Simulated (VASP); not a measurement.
# BaZrO3 (Pm-3m) in VASP: single point with PBE

Aim: the single point of BaZrO3 with PBE.

Everything below comes from runs of VASP 6.6.1. Logs are shortened: lines on timing, memory, paths and dates and some standing lists are left out, and cuts for length are marked.

**1. The cell of the first run**

It takes space group Pm-3m (No. 221, cubic). Conventional cell: a = 4.227 Å, b = 4.227 Å, c = 4.227 Å, α = 90.00°, β = 90.00°, γ = 90.00°. Ba (site symmetry m-3m) has 12 O at 2.99 Å and 8 Zr at 3.66 Å within 3.9 Å. Zr (site symmetry m-3m) has 6 O at 2.11 Å within 2.8 Å. O (site symmetry 4/mmm) has 2 Zr at 2.11 Å within 2.8 Å.

**2. Single point, PBE**

INCAR

```
SYSTEM = BaZrO3
PREC     = Accurate       ! precision mode
ENCUT    = 910            ! plane-wave cutoff, eV
EDIFF    = 1E-6           ! SCF threshold, eV
ISMEAR   = 0              ! smearing method
SIGMA    = 0.01           ! smearing width, eV
LREAL    = .False.        ! projectors in reciprocal space
LASPH    = .True.         ! aspherical terms in the spheres
NELM     = 120            ! most SCF steps
ALGO     = Normal         ! electronic algorithm
ISIF     = 2              ! what is computed and relaxed
LWAVE    = .False.        ! write WAVECAR
LCHARG   = .False.        ! write CHGCAR
GGA      = PE             ! functional
NBANDS   = 28             ! bands
GGA_COMPAT= .False.
```

KPOINTS

```
Automatic mesh
0
Gamma
  8 8 8
  0 0 0
```

POSCAR

```
BaZrO3
1.0
    4.2271853949      0.0000000000      0.0000000000
    0.0000000000      4.2271853949      0.0000000000
    0.0000000000      0.0000000000      4.2271853949
Ba Zr O
1 1 3
Direct
    0.0000000000      0.0000000000      0.0000000000
    0.5000000000      0.5000000000      0.5000000000
    0.0000000000      0.5000000000      0.5000000000
    0.5000000000      0.0000000000      0.5000000000
    0.5000000000      0.5000000000      0.0000000000
```

Potentials or basis: VASP PAW PBE potentials, release 64 (Ba_sv, Zr_sv, O_h).

The run is started by

```
> cat potpaw_PBE.64/Ba_sv/POTCAR potpaw_PBE.64/Zr_sv/POTCAR potpaw_PBE.64/O_h/POTCAR > POTCAR
> mpirun -np 1 vasp_std > vasp.out
```

OUTCAR:

```text
SYSTEM = BaZrO3
   PREC = Accurate
   ENCUT = 910
   EDIFF = 1E-6
   ISMEAR = 0
   LREAL = .False.
   LASPH = .True.
   NELM = 120
   ISIF = 2
   GGA = PE

 ion  position               nearest neighbor table
   1  0.000  0.000  0.000-   3 2.99   4 2.99   5 2.99   3 2.99   4 2.99   3 2.99   5 2.99   3 2.99
                             4 2.99   5 2.99   4 2.99   5 2.99   2 3.66   2 3.66   2 3.66   2 3.66
   2  0.500  0.500  0.500-   3 2.11   4 2.11   5 2.11   5 2.11   4 2.11   3 2.11   1 3.66   1 3.66
                             1 3.66   1 3.66   1 3.66   1 3.66   1 3.66   1 3.66
   3  0.000  0.500  0.500-   2 2.11   2 2.11   1 2.99   1 2.99   1 2.99   1 2.99
   4  0.500  0.000  0.500-   2 2.11   2 2.11   1 2.99   1 2.99   1 2.99   1 2.99
   5  0.500  0.500  0.000-   2 2.11   2 2.11   1 2.99   1 2.99   1 2.99   1 2.99

  LATTYP: Found a simple cubic cell.
 ALAT       =     4.2271853949

  Lattice vectors:

 A1 = (   4.2271853949,   0.0000000000,   0.0000000000)
 A2 = (   0.0000000000,   4.2271853949,   0.0000000000)
 A3 = (   0.0000000000,   0.0000000000,   4.2271853949)

Analysis of symmetry for initial positions (statically):
=====================================================================
 Subroutine PRICEL returns:
 Original cell was already a primitive cell.

 Routine SETGRP: Setting up the symmetry group for a
 simple cubic supercell.

 Subroutine GETGRP returns: Found 48 space group operations
 (whereof 48 operations were pure point group operations)
 out of a pool of 48 trial point group operations.

The static configuration has the point symmetry O_h .

Analysis of symmetry for dynamics (positions and initial velocities):
=====================================================================
 Subroutine PRICEL returns:
 Original cell was already a primitive cell.

 Routine SETGRP: Setting up the symmetry group for a
 simple cubic supercell.

 Subroutine GETGRP returns: Found 48 space group operations
 (whereof 48 operations were pure point group operations)
 out of a pool of 48 trial point group operations.

The dynamic configuration has the point symmetry O_h .

 Subroutine INISYM returns: Found 48 space group operations
 (whereof 48 operations are pure point group operations),
 and found     1 'primitive' translations

----------------------------------------------------------------------------------------

                                     Primitive cell

  volume of cell :      75.5360

  direct lattice vectors                    reciprocal lattice vectors
     4.227185395  0.000000000  0.000000000     0.236564027  0.000000000  0.000000000
     0.000000000  4.227185395  0.000000000     0.000000000  0.236564027  0.000000000
     0.000000000  0.000000000  4.227185395     0.000000000  0.000000000  0.236564027

  length of vectors
     4.227185395  4.227185395  4.227185395     0.236564027  0.236564027  0.236564027

  position of ions in fractional coordinates (direct lattice)
     0.000000000  0.000000000  0.000000000
     0.500000000  0.500000000  0.500000000
     0.000000000  0.500000000  0.500000000
     0.500000000  0.000000000  0.500000000
     0.500000000  0.500000000  0.000000000

  ion indices of the primitive-cell ions
   primitive index   ion index
                 1           1
                 2           2
                 3           3
                 4           4
                 5           5

----------------------------------------------------------------------------------------

 KPOINTS: Automatic mesh

Automatic generation of k-mesh.
 Grid dimensions read from file:
 generate k-points for:    8    8    8

 Generating k-lattice:

  Cartesian coordinates                     Fractional coordinates (reciprocal lattice)
     0.029570503  0.000000000  0.000000000     0.125000000  0.000000000  0.000000000
     0.000000000  0.029570503  0.000000000     0.000000000  0.125000000  0.000000000
     0.000000000  0.000000000  0.029570503     0.000000000  0.000000000  0.125000000

  Length of vectors
     0.029570503  0.029570503  0.029570503

  Shift w.r.t. Gamma in fractional coordinates (k-lattice)
     0.000000000  0.000000000  0.000000000

 Subroutine IBZKPT returns following result:
 ===========================================

 Found     35 irreducible k-points:

 Following reciprocal coordinates:
            Coordinates               Weight
  0.000000  0.000000  0.000000      1.000000
  0.125000  0.000000  0.000000      6.000000
  0.250000  0.000000  0.000000      6.000000
  0.375000  0.000000  0.000000      6.000000
  0.500000  0.000000  0.000000      3.000000
  0.125000  0.125000  0.000000     12.000000
[... 16 lines left out ...]
  0.375000  0.375000  0.125000     24.000000
  0.500000  0.375000  0.125000     24.000000
 [... further k-points ...]
   k-points           NKPTS =     35   k-points in BZ     NKDIM =     35   number of bands    NBANDS=     28
   number of dos      NEDOS =    301   number of ions     NIONS =      5
   total plane-waves  NPLWV =  74088
   dimension x,y,z NGX =    42 NGY =   42 NGZ =   42
   dimension x,y,z NGXF=    84 NGYF=   84 NGZF=   84
   ions per type =               1   1   3
   NGX,Y,Z   is equivalent  to a cutoff of  16.52, 16.52, 16.52 a.u.
   NGXF,Y,Z  is equivalent  to a cutoff of  33.04, 33.04, 33.04 a.u.
 SYSTEM =  BaZrO3
   PREC   = accura    normal or accurate (medium, high low for compatibility)
   ISTART =      0    job   : 0-new  1-cont  2-samecut
   ICHARG =      2    charge: 1-file 2-atom 10-const
   ISPIN  =      1    spin polarized calculation?
   LNONCOLLINEAR =      F non collinear calculations
   LSORBIT =      F    spin-orbit coupling
   LASPH  =      T    aspherical Exc in radial PAW
   ENCUT  =  910.0 eV  66.88 Ry    8.18 a.u.  10.40 10.40 10.40*2*pi/ulx,y,z
   NELM   =    120;   NELMIN=  2; NELMDL= -5     # of ELM steps
   EDIFF  = 0.1E-05   stopping-criterion for ELM
   LREAL  =      F    real-space projection
[... 7 lines left out ...]
   TEBEG  =    0.0;   TEEND  =   0.0 temperature during run
   PSTRESS=    0.0 pullay stress
   NELECT =      40.0000    total number of electrons
   NUPDOWN=      -1.0000    fix difference up-down
   EMIN   =  10.00;   EMAX   =-10.00  energy-range for DOS
   EFERMI =   0.00;   METHOD = LEGACY
   ISMEAR =     0;   SIGMA  =   0.01  broadening in eV -4-tet -1-fermi 0-gaus
   EFERMI_NEDOS =   21; number of points for ismear=-14 and -15
   IALGO  =     38    algorithm
   IMIX   =      4    mixing-type and parameters
     AMIX     =   0.40;   BMIX     =  1.00
     AMIX_MAG =   1.60;   BMIX_MAG =  1.00
  volume/ion in A,a.u.               =      15.11       101.95
  Fermi-wavevector in a.u.,A,eV,Ry     =   1.324474  2.502893 23.867777  1.754232
  Thomas-Fermi vector in A             =   2.454006
   LORBIT       =      0    0 simple, 1 ext, 2 COOP (PROOUT), +10 PAW based schemes
   GGA     = PE    functional components
   LHFCALC =     F    Hartree Fock is set to
   AEXX    =    0.0000 exact exchange contribution
   IVDW    =     0    specifies the selected vdW correction
   LEPSILON=     F    determine dielectric tensor
   LRPA    =     F    only Hartree local field effects (RPA)
 non-spin polarized calculation
 Gauss-broadening in eV      SIGMA  =   0.01
  energy-cutoff  :      910.00
  volume of cell :       75.54
 maximum number of plane-waves:      4737
 NGX is ok and might be reduce to    42
   NGX = 21   NGY = 21   NGZ = 21

 number of electron      40.0000008 magnetization

 Free energy of the ion-electron system (eV)
  ---------------------------------------------------
  ext. energy  EPLUGINS =         0.00000000
  ---------------------------------------------------
  free energy    TOTEN  =       -41.74552046 eV

  energy without entropy =      -41.74552046  energy(sigma->0) =      -41.74552046

 E-fermi :   4.0041     XC(G=0): -10.6457

 val. band max:        3.9104563072   @ k =   0.5000   0.5000   0.5000
 cond. band min:       7.0482241092   @ k =   0.0000   0.0000   0.0000
 fundamental gap:      3.1377678020
 Fermi energy:         4.0041366506

 k-point     1 :       0.0000    0.0000    0.0000
  band No.  band energies     occupation
      1     -43.2643      2.00000
      2     -21.4802      2.00000
      3     -21.3917      2.00000
      4     -21.3917      2.00000
      5     -21.3917      2.00000
      6     -12.4133      2.00000
[... 20 lines left out ...]
     27      11.0948      0.00000
     28      11.0948      0.00000

 k-point     2 :       0.1250    0.0000    0.0000
  band No.  band energies     occupation
      1     -43.2639      2.00000
      2     -21.5331      2.00000
      3     -21.3909      2.00000
      4     -21.3909      2.00000
      5     -21.3640      2.00000
      6     -12.4048      2.00000
[... 20 lines left out ...]
     27      11.0953      0.00000
     28      11.5793      0.00000

 k-point     3 :       0.2500    0.0000    0.0000
  band No.  band energies     occupation
      1     -43.2629      2.00000
      2     -21.6278      2.00000
      3     -21.3887      2.00000
      4     -21.3887      2.00000
      5     -21.3283      2.00000
      6     -12.4523      2.00000
[... 20 lines left out ...]
     27      11.0937      0.00000
     28      11.6762      0.00000

 k-point     4 :       0.3750    0.0000    0.0000
  band No.  band energies     occupation
      1     -43.2619      2.00000
      2     -21.7096      2.00000
      3     -21.3866      2.00000
      4     -21.3866      2.00000
      5     -21.3030      2.00000
      6     -12.5234      2.00000
[... 578 lines left out ...]
     27      11.9761      0.00000
     28      12.2382      0.00000

 k-point    23 :       0.3750    0.3750    0.1250
  band No.  band energies     occupation
      1     -43.2591      2.00000
      2     -21.6170      2.00000
      3     -21.5743      2.00000
      4     -21.4170      2.00000
      5     -21.3577      2.00000
      6     -12.1514      2.00000
[... 20 lines left out ...]
     27      11.9085      0.00000
     28      12.6437      0.00000

 k-point    24 :       0.5000    0.3750    0.1250
  band No.  band energies     occupation
      1     -43.2587      2.00000
      2     -21.6280      2.00000
      3     -21.5736      2.00000
      4     -21.4142      2.00000
      5     -21.3747      2.00000
      6     -12.1348      2.00000
[... 20 lines left out ...]
     27      12.1783      0.00000
     28      12.8416      0.00000

 [... further k-points ...]

------------------------ aborting loop because EDIFF is reached ----------------------------------------

  FORCE on cell =-STRESS in cart. coord.  units (eV):
  Direction    XX          YY          ZZ          XY          YZ          ZX
  --------------------------------------------------------------------------------------
  -------------------------------------------------------------------------------------
  Total        0.3323079      0.3323079      0.3323079      0.0000000      0.0000000     -0.0000000
  in kB        7.0485099      7.0485099      7.0485099      0.0000000      0.0000000     -0.0000000
  external PRESSURE =       7.0485099 kB  Pullay stress =       0.0000000 kB

 VOLUME and BASIS-vectors are now :
 -----------------------------------------------------------------------------
  energy-cutoff  :      910.00
  volume of cell :       75.54
      direct lattice vectors                 reciprocal lattice vectors
     4.227185395  0.000000000  0.000000000     0.236564027  0.000000000  0.000000000
     0.000000000  4.227185395  0.000000000     0.000000000  0.236564027  0.000000000
     0.000000000  0.000000000  4.227185395     0.000000000  0.000000000  0.236564027

 POSITION                                       TOTAL-FORCE (eV/Angst)
 -----------------------------------------------------------------------------------
      0.00000      0.00000      0.00000         0.000000      0.000000      0.000000
      2.11359      2.11359      2.11359         0.000000      0.000000      0.000000
      0.00000      2.11359      2.11359         0.000000      0.000000      0.000000
      2.11359      0.00000      2.11359         0.000000      0.000000      0.000000
      2.11359      2.11359      0.00000         0.000000      0.000000      0.000000
 -----------------------------------------------------------------------------------
    total drift:                                0.000000     -0.000000     -0.000000

  FREE ENERGIE OF THE ION-ELECTRON SYSTEM (eV)
  ---------------------------------------------------
  free  energy   TOTEN  =       -41.7455204644 eV

  energy  without entropy=      -41.7455204644  energy(sigma->0) =      -41.74552046
```

Run time: 89 s. Hardware: 1 thread of AMD EPYC 9R45 (Zen 5), shared host; peak memory 0.34 GiB.

Results:

```yaml
Free_energy: -41.7455 eV
Pressure: 0.7 GPa
Band_gap_on_the_k_mesh: 3.14 eV (least direct gap 3.39 eV)
```

Levels at points of the mesh, in eV from the valence-band top:
```tsv
k point	band 18	band 19	band 20	band 21	band 22	band 23
(0.00, 0.00, 0.00)	-0.25	-0.25	-0.25	3.14	3.14	3.14
(0.50, 0.00, 0.00)	-1.61	-0.48	-0.48	3.56	5.55	5.55
(0.50, 0.50, 0.00)	-0.93	-0.84	-0.07	5.52	5.52	6.31
(0.50, 0.50, 0.50)	0.00	0.00	0.00	5.88	5.88	5.88
```

Caveat: the cutoff is under 1.25 times the usual one of these potentials, so pressure, stress and relaxed cells hold a basis-set (Pulay) error; spin-orbit coupling is left out, which moves the levels of the heavy elements. A k mesh can miss the band edges.
